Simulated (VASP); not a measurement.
# SiC (Moissanite 3C) (F-43m) in VASP: notebook, part 2 of 2

VASP 6.6.1. The steps go on from the part before.

## (3) Single point, PBEsol

This run uses another cell than the first one, of 10.90 Å³/atom, 1.026 times its volume.

The input, INCAR:

```
ALGO     = Normal         # electronic algorithm
EDIFF    = 1E-6           # SCF threshold, eV
ENCUT    = 600            # plane-wave cutoff, eV
GGA      = PS             # functional
GGA_COMPAT= F            
ISIF     = 2              # what is computed and relaxed
ISMEAR   = 0              # smearing method
LASPH    = T              # aspherical terms in the spheres
LCHARG   = F              # write CHGCAR
LREAL    = F              # projectors in reciprocal space
LWAVE    = F              # write WAVECAR
NBANDS   = 11             # bands
NELM     = 120            # most SCF steps
PREC     = Accurate       # precision mode
SIGMA    = 0.01           # smearing width, eV
```

The input, KPOINTS:

```
k-points
0
Gamma
  8 8 8
```

The input, POSCAR:

```
SiC
1.0
    0.0000000000      2.2170688130      2.2170688130
    2.2170688130      0.0000000000      2.2170688130
    2.2170688130      2.2170688130      0.0000000000
Si C
1 1
Direct
    0.0000000000      0.0000000000      0.0000000000
    0.2500000000      0.2500000000      0.2500000000
```

Potentials or basis: VASP PAW PBE potentials, release 64 (Si, C).

On the command line:

```
> cat potpaw_PBE.64/Si/POTCAR potpaw_PBE.64/C/POTCAR > POTCAR
> mpirun -np 1 vasp_std > vasp.out
```

OUTCAR:

```text
EDIFF = 1E-6
   ENCUT = 600
   GGA = PS
   ISIF = 2
   ISMEAR = 0
   LASPH = T
   LREAL = F
   NELM = 120
   PREC = Accurate

 ion  position               nearest neighbor table
   1  0.000  0.000  0.000-   2 1.92   2 1.92   2 1.92   2 1.92
   2  0.250  0.250  0.250-   1 1.92   1 1.92   1 1.92   1 1.92

  LATTYP: Found a face centered cubic cell.
 ALAT       =     4.4341376260

  Lattice vectors:

 A1 = (   0.0000000000,   2.2170688130,   2.2170688130)
 A2 = (   2.2170688130,   0.0000000000,   2.2170688130)
 A3 = (   2.2170688130,   2.2170688130,   0.0000000000)

Analysis of symmetry for initial positions (statically):
=====================================================================
 Subroutine PRICEL returns:
 Original cell was already a primitive cell.

 Routine SETGRP: Setting up the symmetry group for a
 face centered cubic supercell.

 Subroutine GETGRP returns: Found 24 space group operations
 (whereof 24 operations were pure point group operations)
 out of a pool of 48 trial point group operations.

The static configuration has the point symmetry T_d .

[... 164 lines left out ...]
 cond. band min:       8.7623833967   @ k =   0.5000   0.5000   0.0000
 fundamental gap:      1.2784967858
 Fermi energy:         7.6307753277

 k-point     1 :       0.0000    0.0000    0.0000
  band No.  band energies     occupation
      1      -7.5374      2.00000
      2       7.4839      2.00000
      3       7.4839      2.00000
      4       7.4839      2.00000
      5      13.0702      0.00000
      6      14.3781      0.00000
      7      14.3781      0.00000
      8      14.3781      0.00000
      9      21.6409      0.00000
     10      21.6409      0.00000
     11      22.9579      0.00000
[... 309 lines left out ...]
 k-point    24 :      -0.3750    0.2500    0.1250
  band No.  band energies     occupation
      1      -3.4959      2.00000
      2      -0.1672      2.00000
      3       3.8315      2.00000
      4       5.2743      2.00000
      5      12.5205      0.00000
      6      14.3176      0.00000
      7      17.1353      0.00000
      8      17.9752      0.00000
      9      20.3094      0.00000
     10      23.1476      0.00000
     11      26.0311      0.00000

 [... further k-points ...]
[... 5 lines left out ...]
  --------------------------------------------------------------------------------------
  -------------------------------------------------------------------------------------
  Total       -1.4082780     -1.4082780     -1.4082780      0.0000000      0.0000000      0.0000000
  in kB     -103.5217145   -103.5217145   -103.5217145      0.0000000      0.0000000      0.0000000
  external PRESSURE =    -103.5217145 kB  Pullay stress =       0.0000000 kB

 VOLUME and BASIS-vectors are now :
 -----------------------------------------------------------------------------
  energy-cutoff  :      600.00
  volume of cell :       21.80
      direct lattice vectors                 reciprocal lattice vectors
     0.000000000  2.217068813  2.217068813    -0.225522996  0.225522996  0.225522996
     2.217068813  0.000000000  2.217068813     0.225522996 -0.225522996  0.225522996
     2.217068813  2.217068813  0.000000000     0.225522996  0.225522996 -0.225522996

 POSITION                                       TOTAL-FORCE (eV/Angst)
 -----------------------------------------------------------------------------------
      0.00000      0.00000      0.00000         0.000000      0.000000      0.000000
      1.10853      1.10853      1.10853        -0.000000     -0.000000     -0.000000
 -----------------------------------------------------------------------------------
    total drift:                               -0.000000     -0.000000     -0.000000

  FREE ENERGIE OF THE ION-ELECTRON SYSTEM (eV)
  ---------------------------------------------------
  free  energy   TOTEN  =       -15.8789058659 eV

  energy  without entropy=      -15.8789058659  energy(sigma->0) =      -15.87890587
```

stdout:

```text
POSCAR found type information on POSCAR SiC
 POSCAR found :  2 types and       2 ions
 scaLAPACK will be used
 -----------------------------------------------------------------------------
|                                                                             |
|                                                                             |
|     You enforced a specific xc type in the INCAR file but a different       |
|     I HOPE YOU KNOW WHAT YOU ARE DOING!                                     |
|                                                                             |
 -----------------------------------------------------------------------------

 LDA part: xc-table for (Slater+PW92), standard interpolation
 POSCAR, INCAR and KPOINTS ok, starting setup
 FFT: planning ... GRIDC
 FFT: planning ... GRID_SOFT
 FFT: planning ... GRID
 WAVECAR not read
 entering main loop
```

Run time: 9.2 s. Hardware: 1 thread of Intel Xeon 6975P-C, shared host; peak memory 0.15 GiB.

What came out:

```yaml
Free_energy: -15.8789 eV
Pressure: -10.4 GPa
Band_gap_on_the_k_mesh: 1.28 eV, indirect (least direct gap 4.39 eV)
```

Caveat: the PAW data sets were made with another functional, which shifts forces and pressure a little.

## (4) Single point, PBEsol

This run uses another cell than the first one, of 11.17 Å³/atom, 1.052 times its volume.

Changes to INCAR since step 3:

```diff
@@ -8,4 +8,6 @@
 LASPH    = T              # aspherical terms in the spheres
-LCHARG   = F              # write CHGCAR
+LCHARG   = T              # write CHGCAR
+LELF     = T              # ELF
 LREAL    = F              # projectors in reciprocal space
+LVHAR    = T            
 LWAVE    = F              # write WAVECAR
```

KPOINTS is that of step 3.

The input, POSCAR:

```
SiC
1.0
    0.0000000000      2.2356225527      2.2356225527
    2.2356225527      0.0000000000      2.2356225527
    2.2356225527      2.2356225527      0.0000000000
Si C
1 1
Direct
    0.0000000000      0.0000000000      0.0000000000
    0.2500000000      0.2500000000      0.2500000000
```

On the command line:

```
> cat potpaw_PBE.64/Si/POTCAR potpaw_PBE.64/C/POTCAR > POTCAR
> mpirun -np 1 vasp_std > vasp.out
```

Wall time 12 s (1 thread of Intel Xeon 6975P-C, shared host); peak memory 0.15 GiB.

The run converged. Its results:

* Free energy: -15.8362 eV
* Pressure: -14.6 GPa
* Band gap on the k mesh: 1.30 eV, indirect (least direct gap 4.36 eV)

Levels at points of the mesh, in eV from the valence-band top:
```tsv
k point	band 1	band 2	band 3	band 4	band 5	band 6	band 7	band 8
(0.00, 0.00, 0.00)	-14.83	0.00	0.00	0.00	5.30	6.73	6.73	6.73
(0.50, 0.00, 0.00)	-11.51	-8.19	-1.04	-1.04	4.69	6.84	6.84	9.49
(0.50, 0.50, 0.00)	-10.12	-7.60	-3.06	-3.06	1.30	3.94	13.08	13.08
```

Caveat: the PAW data sets were made with another functional, which shifts forces and pressure a little. PBEsol gaps usually lie below the measured ones, often by a third to a half.

## (5) Summary

```tsv
cell	gap on the mesh (eV)	pressure (GPa)
a = 3.109 Å, angles 60.0°, 2 atoms	1.26	-5.5
a = 3.135 Å, angles 60.0°, 2 atoms	1.28	-10.4
a = 3.162 Å, angles 60.0°, 2 atoms	1.30	-14.6
```

Alike in all rows: task single point; level PBEsol; potentials or basis VASP PAW PBE potentials, release 64 (Si, C); no spin polarisation; k mesh 8 × 8 × 8; cutoff (eV) 600; smearing gaussian 0.01 eV.

Caveats: the PAW data sets were made with another functional, which shifts forces and pressure a little.

Absolute energies hang on the potentials; compare differences alone.
